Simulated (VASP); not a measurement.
# SiO2 (P6_422) in VASP: notebook

SiO2 is run at these levels: PBE; tasks: relaxation of shape and atoms at fixed volume, relaxation of cell and atoms.

Everything below comes from runs of VASP 6.6.1. Logs are shortened: lines on timing, memory, paths and dates and some standing lists are left out, and cuts for length are marked.

### Step 1. The cell of the first run

It takes space group P6_422 (No. 181, hexagonal). The conventional cell has a = 4.846 Å, b = 4.846 Å, c = 5.454 Å, α = 90.00°, β = 90.00°, γ = 120.00°. Si (site symmetry 222) has 4 O at 1.57 Å within 2.1 Å. Within 2.1 Å of O (site symmetry 2) lie 2 Si at 1.57 Å.

### Step 2. Relaxation of shape and atoms at fixed volume, PBE (12.33 Å³/atom)

INCAR reads:

```
SYSTEM = SiO2
  PREC = Accurate
  ENCUT = 600
  EDIFF = 1E-6
  ISMEAR = 0
  SIGMA = 0.02
  LREAL = .FALSE.
  LASPH = .TRUE.
  NELM = 80
  ALGO = Normal
  ISIF = 4
  LWAVE = .FALSE.
  LCHARG = .FALSE.
  GGA = PE
  IBRION = 2
  NSW = 50
  EDIFFG = -0.01
```

KPOINTS reads:

```
regular mesh
0
G
  6 6 4
  0 0 0
```

POSCAR reads:

```
SiO2
1.0
    4.8463180847      0.0000000000      0.0000000000
   -2.4231590423      4.1970345762      0.0000000000
    0.0000000000      0.0000000000      5.4543305143
Si O
3 6
Direct
    0.0000000000      0.5000000000      0.3333333333
    0.5000000000      0.5000000000      0.6666666667
    0.5000000000      0.0000000000      0.0000000000
    0.6013908948      0.8006954474      0.8333333333
    0.8006954474      0.6013908948      0.5000000000
    0.8006954474      0.1993045526      0.1666666667
    0.3986091052      0.1993045526      0.8333333333
    0.1993045526      0.3986091052      0.5000000000
    0.1993045526      0.8006954474      0.1666666667
```

Potentials or basis: VASP PAW PBE potentials, release 64 (Si, O).

Launch:

```console
$ cat potpaw_PBE.64/Si/POTCAR potpaw_PBE.64/O/POTCAR > POTCAR
$ mpirun -np 1 vasp_std > vasp.out
```

OUTCAR:

```text
SYSTEM = SiO2
   PREC = Accurate
   ENCUT = 600
   EDIFF = 1E-6
   ISMEAR = 0
   LREAL = .FALSE.
   LASPH = .TRUE.
   NELM = 80
   ISIF = 4
   GGA = PE
   IBRION = 2
   NSW = 50
   EDIFFG = -0.01

 ion  position               nearest neighbor table
   1  0.000  0.500  0.333-   6 1.57   9 1.57   8 1.57   5 1.57   3 3.03   3 3.03   2 3.03   2 3.03

   2  0.500  0.500  0.667-   4 1.57   7 1.57   5 1.57   8 1.57   3 3.03   3 3.03   1 3.03   1 3.03

   3  0.500  0.000  0.000-   4 1.57   7 1.57   6 1.57   9 1.57   2 3.03   2 3.03   1 3.03   1 3.03

   4  0.601  0.801  0.833-   2 1.57   3 1.57
   5  0.801  0.601  0.500-   1 1.57   2 1.57
   6  0.801  0.199  0.167-   1 1.57   3 1.57
   7  0.399  0.199  0.833-   2 1.57   3 1.57
   8  0.199  0.399  0.500-   1 1.57   2 1.57
   9  0.199  0.801  0.167-   1 1.57   3 1.57

  LATTYP: Found a hexagonal cell.
 ALAT       =     4.8463180847
 C/A-ratio  =     1.1254586304

  Lattice vectors:

 A1 = (   4.8463180847,   0.0000000000,   0.0000000000)
 A2 = (  -2.4231590423,   4.1970345762,   0.0000000000)
 A3 = (   0.0000000000,   0.0000000000,   5.4543305143)

Analysis of symmetry for initial positions (statically):
=====================================================================
 Subroutine PRICEL returns:
 Original cell was already a primitive cell.

 Routine SETGRP: Setting up the symmetry group for a
 hexagonal supercell.

 Subroutine GETGRP returns: Found 12 space group operations
 (whereof  4 operations were pure point group operations)
 out of a pool of 24 trial point group operations.

The static configuration has the point symmetry D_2 .
 The point group associated with its full space group is D_6 .

Analysis of symmetry for dynamics (positions and initial velocities):
=====================================================================
 Subroutine PRICEL returns:
 Original cell was already a primitive cell.

 Routine SETGRP: Setting up the symmetry group for a
 hexagonal supercell.

 Subroutine GETGRP returns: Found 12 space group operations
 (whereof  4 operations were pure point group operations)
 out of a pool of 24 trial point group operations.

The dynamic configuration has the point symmetry D_2 .
 The point group associated with its full space group is D_6 .

[... 92 lines left out ...]
   total plane-waves  NPLWV =  76800
   dimension x,y,z NGX =    40 NGY =   40 NGZ =   48
   dimension x,y,z NGXF=    80 NGYF=   80 NGZF=   96
   ions per type =               3   6
   NGX,Y,Z   is equivalent  to a cutoff of  13.72, 13.72, 14.63 a.u.
   NGXF,Y,Z  is equivalent  to a cutoff of  27.44, 27.44, 29.26 a.u.
 SYSTEM =  SiO2
   PREC   = accura    normal or accurate (medium, high low for compatibility)
   ISTART =      0    job   : 0-new  1-cont  2-samecut
   ICHARG =      2    charge: 1-file 2-atom 10-const
   ISPIN  =      1    spin polarized calculation?
   LNONCOLLINEAR =      F non collinear calculations
   LSORBIT =      F    spin-orbit coupling
   LASPH  =      T    aspherical Exc in radial PAW
   ENCUT  =  600.0 eV  44.10 Ry    6.64 a.u.   9.68  9.68 10.89*2*pi/ulx,y,z
   NELM   =     80;   NELMIN=  2; NELMDL= -5     # of ELM steps
   EDIFF  = 0.1E-05   stopping-criterion for ELM
   LREAL  =      F    real-space projection
   EDIFFG = -.1E-01   stopping-criterion for IOM
   NSW    =     50    number of steps for IOM
   IBRION =      2    ionic relax: 0-MD 1-quasi-New 2-CG
   NFREE  =      1    steps in history (QN), initial steepest desc. (CG)
   ISIF   =      4    stress and relaxation
   ISYM   =      2    0-nonsym 1-usesym 2-fastsym
   POTIM  = 0.5000    time-step for ionic-motion
   TEBEG  =    0.0;   TEEND  =   0.0 temperature during run
   PSTRESS=    0.0 pullay stress
   NELECT =      48.0000    total number of electrons
   NUPDOWN=      -1.0000    fix difference up-down
   EMIN   =  10.00;   EMAX   =-10.00  energy-range for DOS
   EFERMI =   0.00;   METHOD = LEGACY
   ISMEAR =     0;   SIGMA  =   0.02  broadening in eV -4-tet -1-fermi 0-gaus
   EFERMI_NEDOS =   21; number of points for ismear=-14 and -15
   IALGO  =     38    algorithm
   IMIX   =      4    mixing-type and parameters
     AMIX     =   0.40;   BMIX     =  1.00
     AMIX_MAG =   1.60;   BMIX_MAG =  1.00
  volume/ion in A,a.u.               =      12.33        83.19
  Fermi-wavevector in a.u.,A,eV,Ry     =   1.238198  2.339854 20.859543  1.533133
  Thomas-Fermi vector in A             =   2.372733
   LORBIT       =      0    0 simple, 1 ext, 2 COOP (PROOUT), +10 PAW based schemes
   GGA     = PE    functional components
   LHFCALC =     F    Hartree Fock is set to
   AEXX    =    0.0000 exact exchange contribution
   IVDW    =     0    specifies the selected vdW correction
   LEPSILON=     F    determine dielectric tensor
   LRPA    =     F    only Hartree local field effects (RPA)
 conjugate gradient relaxation of ions
 non-spin polarized calculation
 Gauss-broadening in eV      SIGMA  =   0.02
  energy-cutoff  :      600.00
  volume of cell :      110.94
 maximum number of plane-waves:      3724
 NGX is ok and might be reduce to    40
   NGX = 19   NGY = 19   NGZ = 21

--------------------------------------- Ionic step        1  -------------------------------------------

 number of electron      47.9999965 magnetization

 Free energy of the ion-electron system (eV)
  ---------------------------------------------------
  ext. energy  EPLUGINS =         0.00000000
  ---------------------------------------------------
  free energy    TOTEN  =       -70.22297814 eV

  energy without entropy =      -70.22297814  energy(sigma->0) =      -70.22297814

------------------------ aborting loop because EDIFF is reached ----------------------------------------

  FORCE on cell =-STRESS in cart. coord.  units (eV):
  Direction    XX          YY          ZZ          XY          YZ          ZX
  --------------------------------------------------------------------------------------
  -------------------------------------------------------------------------------------
  Total       15.1138552     15.1138552     15.3911585      0.0000000     -0.0000000      0.0000000
  in kB      218.2679277    218.2679277    222.2726253      0.0000000     -0.0000000      0.0000000
  external PRESSURE =     219.6028269 kB  Pullay stress =       0.0000000 kB
[... 202 lines left out ...]
--------------------------------------- Ionic step        6  -------------------------------------------

 number of electron      48.0000012 magnetization

 Free energy of the ion-electron system (eV)
  ---------------------------------------------------
  ext. energy  EPLUGINS =         0.00000000
  ---------------------------------------------------
  free energy    TOTEN  =       -70.25341274 eV

  energy without entropy =      -70.25341274  energy(sigma->0) =      -70.25341274

 E-fermi :   1.5156     XC(G=0):  -9.2248

 val. band max:        1.3598666346   @ k =   0.0000   0.0000   0.5000
 cond. band min:       7.2197548939   @ k =   0.0000   0.0000   0.0000
 fundamental gap:      5.8598882593
 Fermi energy:         1.5155920986

 k-point     1 :       0.0000    0.0000    0.0000
  band No.  band energies     occupation
      1     -18.4459      2.00000
      2     -16.8775      2.00000
      3     -16.8775      2.00000
      4     -16.1909      2.00000
      5     -16.1909      2.00000
      6     -15.9498      2.00000
[... 697 lines left out ...]
  FREE ENERGIE OF THE ION-ELECTRON SYSTEM (eV)
  ---------------------------------------------------
  free  energy   TOTEN  =       -70.2534127404 eV

  energy  without entropy=      -70.2534127404  energy(sigma->0) =      -70.25341274

 reached required accuracy - stopping structural energy minimisation
```

OSZICAR:

```text
N       E                     dE             d eps       ncg     rms          rms(c)
DAV:   1     0.346868383529E+03    0.34687E+03   -0.27925E+04  1218   0.172E+03
DAV:   2    -0.589414222548E+02   -0.40581E+03   -0.39577E+03  1635   0.361E+02
[... 46 lines left out ...]
DAV:   1    -0.702684149186E+02   -0.18643E-01   -0.21142E+00  1218   0.107E+01    0.971E-01
DAV:   2    -0.702588290702E+02    0.95858E-02   -0.24765E-02  1465   0.112E+00    0.534E-01
DAV:   3    -0.702533552973E+02    0.54738E-02   -0.61946E-03  1482   0.635E-01    0.503E-02
DAV:   4    -0.702533944345E+02   -0.39137E-04   -0.60740E-04  1403   0.172E-01    0.330E-02
DAV:   5    -0.702534055464E+02   -0.11112E-04   -0.15053E-05  1536   0.247E-02    0.165E-02
DAV:   6    -0.702534124085E+02   -0.68621E-05   -0.55859E-06  1368   0.176E-02    0.251E-03
DAV:   7    -0.702534127404E+02   -0.33187E-06   -0.29669E-07   909   0.374E-03
   6 F= -.70253413E+02 E0= -.70253413E+02  d E =-.594586E-02
```

It took 7.2 min on 1 thread of Intel Xeon 8259CL, shared host; peak memory 0.29 GiB.

What came out:

* Free energy: -70.2534 eV
* Energy gained by relaxing: 3.4 meV/atom
* Ionic steps: 6
* Pressure after relaxing: 19.2 GPa
* Largest force after relaxing: 0.007 eV/Å
* Band gap on the k mesh: 5.86 eV (least direct gap 5.89 eV)

Forces on the atoms (eV/Å):
```
Si   0.000  0.000  0.000
Si   0.000  0.000  0.000
Si   0.000  0.000  0.000
O    0.006  0.003  0.000
O    0.000  0.007  0.000
O    0.006 -0.003  0.000
O   -0.006 -0.003  0.000
O    0.000 -0.007  0.000
O   -0.006  0.003  0.000
```

Step by step:
| step | energy change (eV) | largest force (eV/Å) | pressure (GPa) | volume (Å³) |
| --- | --- | --- | --- | --- |
| 1 | 0.0000 | 0.3099 | 21.96 | 110.94 |
| 2 | -0.0201 | 0.1284 | 20.65 | 110.94 |
| 3 | -0.0245 | 0.0141 | 19.61 | 110.94 |
| 4 | -0.0245 | 0.0047 | 19.69 | 110.94 |
| 5 | -0.0268 | 0.0022 | 19.58 | 110.94 |
| 6 | -0.0304 | 0.0070 | 19.23 | 110.94 |

Final structure:
```cif
data_structure
_symmetry_space_group_name_H-M 'P 1'
_symmetry_Int_Tables_number 1
_cell_length_a 4.8104
_cell_length_b 4.8104
_cell_length_c 5.5360
_cell_angle_alpha 90.000
_cell_angle_beta 90.000
_cell_angle_gamma 120.000
_cell_volume 110.94
loop_
_atom_site_label
_atom_site_type_symbol
_atom_site_fract_x
_atom_site_fract_y
_atom_site_fract_z
_atom_site_occupancy
Si1 Si 0.00000 0.50000 0.33333 1
Si2 Si 0.50000 0.50000 0.66667 1
Si3 Si 0.50000 0.00000 0.00000 1
O1 O 0.60836 0.80418 0.83333 1
O2 O 0.80418 0.60836 0.50000 1
O3 O 0.80418 0.19582 0.16667 1
O4 O 0.39164 0.19582 0.83333 1
O5 O 0.19582 0.39164 0.50000 1
O6 O 0.19582 0.80418 0.16667 1
```

Levels at points of the mesh, in eV from the valence-band top:
```csv
k point,band 20,band 21,band 22,band 23,band 24,band 25,band 26,band 27,band 28,band 29
"(0.00, 0.00, 0.00)",-1.33,-1.33,-0.59,-0.59,-0.03,5.86,9.11,9.11,10.08,10.08
"(0.50, 0.00, 0.00)",-1.38,-1.29,-1.01,-0.49,-0.06,7.91,8.92,9.80,9.97,10.19
"(0.00, 0.00, 0.50)",-1.86,-1.42,-0.48,0.00,0.00,7.69,7.69,8.33,10.37,10.37
"(0.50, 0.00, 0.50)",-1.46,-0.97,-0.84,-0.73,-0.41,9.00,9.12,9.61,9.66,9.80
```

A k mesh can miss the band edges.

### Step 3. Relaxation of shape and atoms at fixed volume, PBE (12.75 Å³/atom)

This run uses another cell than the first one, of 12.75 Å³/atom.

INCAR reads:

```
SYSTEM = SiO2
PREC     = Accurate       ! precision mode
ENCUT    = 600            ! plane-wave cutoff, eV
EDIFF    = 1E-7           ! SCF threshold, eV
ISMEAR   = 0              ! smearing method
SIGMA    = 0.02           ! smearing width, eV
LREAL    = .False.        ! projectors in reciprocal space
LASPH    = .True.         ! aspherical terms in the spheres
NELM     = 60             ! most SCF steps
ALGO     = Normal         ! electronic algorithm
ISIF     = 4              ! what is computed and relaxed
LWAVE    = .False.        ! write WAVECAR
LCHARG   = .False.        ! write CHGCAR
GGA      = PE             ! functional
IBRION   = 2              ! ionic algorithm
NSW      = 50             ! ionic steps
EDIFFG   = -0.01          ! ionic threshold
```

KPOINTS reads:

```
Automatic mesh
0
Gamma
  6 6 4
  0 0 0
```

POSCAR reads:

```
SiO2
1.0
    4.9243094151      0.0000000000      0.0000000000
   -2.4621547075      4.2645770495      0.0000000000
    0.0000000000      0.0000000000      5.4630268467
Si O
3 6
Direct
    0.0000000000      0.5000000000      0.3333333333
    0.5000000000      0.5000000000      0.6666666667
    0.5000000000      0.0000000000      0.0000000000
    0.5948864075      0.7974432038      0.8333333333
    0.7974432038      0.5948864075      0.5000000000
    0.7974432038      0.2025567962      0.1666666667
    0.4051135925      0.2025567962      0.8333333333
    0.2025567962      0.4051135925      0.5000000000
    0.2025567962      0.7974432038      0.1666666667
```

Potentials or basis: VASP PAW PBE potentials, release 64 (Si, O).

Launch:

```console
$ cat potpaw_PBE.64/Si/POTCAR potpaw_PBE.64/O/POTCAR > POTCAR
$ mpirun -np 1 vasp_std > vasp.out
```

Wall time 7.9 min (1 thread of Intel Xeon 8259CL, shared host); peak memory 0.29 GiB.

It converged, with:

```
Free energy               : -70.6530 eV
Energy gained by relaxing : 2.5 meV/atom
Ionic steps               : 5
Pressure after relaxing   : 13.9 GPa
Band gap on the k mesh    : 5.85 eV (least direct gap 5.93 eV)
```

Step by step:
| step | energy change (eV) | largest force (eV/Å) | pressure (GPa) | volume (Å³) |
| --- | --- | --- | --- | --- |
| 1 | 0.0000 | 0.2749 | 15.97 | 114.72 |
| 2 | -0.0159 | 0.1210 | 14.93 | 114.72 |
| 3 | -0.0198 | 0.0052 | 14.09 | 114.72 |
| 4 | -0.0209 | 0.0035 | 14.04 | 114.72 |
| 5 | -0.0225 | 0.0014 | 13.87 | 114.72 |

Final structure:
```yaml
crystal:
  lattice:
    - [4.89919, 0.00000, 0.00000]
    - [-2.44959, 4.24282, 0.00000]
    - [0.00000, 0.00000, 5.51919]
  atoms:
    - { symbol: Si, position: [0.00000, 0.50000, 0.33333] }
    - { symbol: Si, position: [0.50000, 0.50000, 0.66667] }
    - { symbol: Si, position: [0.50000, 0.00000, 0.00000] }
    - { symbol: O, position: [0.60103, 0.80051, 0.83333] }
    - { symbol: O, position: [0.80051, 0.60103, 0.50000] }
    - { symbol: O, position: [0.80051, 0.19949, 0.16667] }
    - { symbol: O, position: [0.39897, 0.19949, 0.83333] }
    - { symbol: O, position: [0.19949, 0.39897, 0.50000] }
    - { symbol: O, position: [0.19949, 0.80051, 0.16667] }
```

Levels at points of the mesh, in eV from the valence-band top:
```csv
k point,band 21,band 22,band 23,band 24,band 25,band 26,band 27,band 28
"(0.00, 0.00, 0.00)",-1.21,-0.54,-0.54,-0.09,5.85,9.11,9.11,9.81
"(0.50, 0.00, 0.00)",-1.23,-1.00,-0.44,-0.03,7.89,8.88,9.72,9.91
"(0.00, 0.00, 0.50)",-1.34,-0.39,0.00,0.00,7.69,7.69,8.42,10.28
"(0.50, 0.00, 0.50)",-0.95,-0.79,-0.71,-0.39,8.97,9.21,9.57,9.66
```

A k mesh can miss the band edges.

### Step 4. Relaxation of cell and atoms, PBE, target pressure 12 GPa, at which the enthalpy is minimised

This run uses another cell than the first one, of 12.92 Å³/atom.

INCAR reads:

```
  PREC = Accurate
  ENCUT = 600
  EDIFF = 1E-6
  ISMEAR = 0
  SIGMA = 0.02
  LREAL = F
  LASPH = T
  NELM = 80
  ALGO = Normal
  ISIF = 3
  LWAVE = F
  LCHARG = F
  GGA = PE
  IBRION = 2
  NSW = 70
  EDIFFG = -0.008
  PSTRESS = 120.0
```

KPOINTS reads:

```
Automatic mesh
0
Gamma
  6 6 4
```

POSCAR reads:

```
SiO2
1.0
    4.9618677007      0.0000000000      0.0000000000
   -2.4809338503      4.2971034791      0.0000000000
    0.0000000000      0.0000000000      5.4533910772
Si O
3 6
Direct
    0.0000000000      0.5000000000      0.3333333333
    0.5000000000      0.5000000000      0.6666666667
    0.5000000000      0.0000000000      0.0000000000
    0.5888577614      0.7944288807      0.8333333333
    0.7944288807      0.5888577614      0.5000000000
    0.7944288807      0.2055711193      0.1666666667
    0.4111422386      0.2055711193      0.8333333333
    0.2055711193      0.4111422386      0.5000000000
    0.2055711193      0.7944288807      0.1666666667
```

Launch:

```console
$ cat potpaw_PBE.64/Si/POTCAR potpaw_PBE.64/O/POTCAR > POTCAR
$ mpirun -np 1 vasp_std > vasp.out
```

Wall time 14 min (1 thread of Intel Xeon 8259CL, shared host); peak memory 0.3 GiB.

The run converged. Its results:

```
Free energy                                                : -70.7721 eV
Relaxed volume                                             : 12.91 Å³/atom
Relaxed cell                                               : a = 4.929 Å, b = 4.929 Å, c = 5.521 Å, α = 90.00°, β = 90.00°, γ = 120.00°
Space group after relaxing (to 0.1 Å)                      : P6_422 (No. 181)
Energy change on relaxing (the run minimises the enthalpy) : -4.8 meV/atom
Ionic steps                                                : 12
Pressure after relaxing                                    : 11.9 GPa
Largest force after relaxing                               : 0.005 eV/Å
Band gap on the k mesh                                     : 5.83 eV (least direct gap 5.93 eV)
```

Forces on the atoms (eV/Å):
```
Si   0.000  0.000  0.000
Si   0.000  0.000  0.000
Si   0.000  0.000  0.000
O    0.004  0.003  0.000
O    0.000  0.005  0.000
O    0.004 -0.003  0.000
O   -0.004 -0.003  0.000
O    0.000 -0.005  0.000
O   -0.004  0.003  0.000
```

Step by step:
```
step  energy change (eV)  largest force (eV/Å)  pressure (GPa)  volume (Å³)
   1              0.0000                0.4277           14.82       116.28
   2             -0.2728                0.0885            6.35       120.14
   3             -0.1510                0.1973           10.94       117.94
   4             -0.1156                0.1170           11.34       117.27
   5             -0.0335                0.0338           12.06       116.07
   6             -0.0482                0.0095           11.95       116.26
   7             -0.0410                0.0050           12.15       116.14
   8             -0.0279                0.0291           12.47       115.96
   9             -0.0416                0.0130           12.08       116.13
  10             -0.0481                0.0051           11.89       116.22
  11             -0.0468                0.0049           11.91       116.20
  12             -0.0432                0.0051           11.95       116.15
```

Final structure:
```cif
data_structure
_symmetry_space_group_name_H-M 'P 1'
_symmetry_Int_Tables_number 1
_cell_length_a 4.9287
_cell_length_b 4.9287
_cell_length_c 5.5210
_cell_angle_alpha 90.000
_cell_angle_beta 90.000
_cell_angle_gamma 120.000
_cell_volume 116.15
loop_
_atom_site_label
_atom_site_type_symbol
_atom_site_fract_x
_atom_site_fract_y
_atom_site_fract_z
_atom_site_occupancy
Si1 Si 0.00000 0.50000 0.33333 1
Si2 Si 0.50000 0.50000 0.66667 1
Si3 Si 0.50000 0.00000 0.00000 1
O1 O 0.59842 0.79921 0.83333 1
O2 O 0.79921 0.59842 0.50000 1
O3 O 0.79921 0.20079 0.16667 1
O4 O 0.40158 0.20079 0.83333 1
O5 O 0.20079 0.40158 0.50000 1
O6 O 0.20079 0.79921 0.16667 1
```

Levels at points of the mesh, in eV from the valence-band top:
```
           k point  band 21  band 22  band 23  band 24  band 25  band 26  band 27  band 28
(0.00, 0.00, 0.00)    -1.17    -0.53    -0.53    -0.10     5.83     9.09     9.09     9.71
(0.50, 0.00, 0.00)    -1.21    -0.99    -0.42    -0.03     7.88     8.84     9.70     9.87
(0.00, 0.00, 0.50)    -1.31    -0.37     0.00     0.00     7.67     7.67     8.43    10.23
(0.50, 0.00, 0.50)    -0.95    -0.78    -0.70    -0.38     8.93     9.23     9.54     9.58
```

Caveat: the cell is relaxed towards a set pressure, so the run minimises the enthalpy, not the energy.

[end of part 1 of 2]
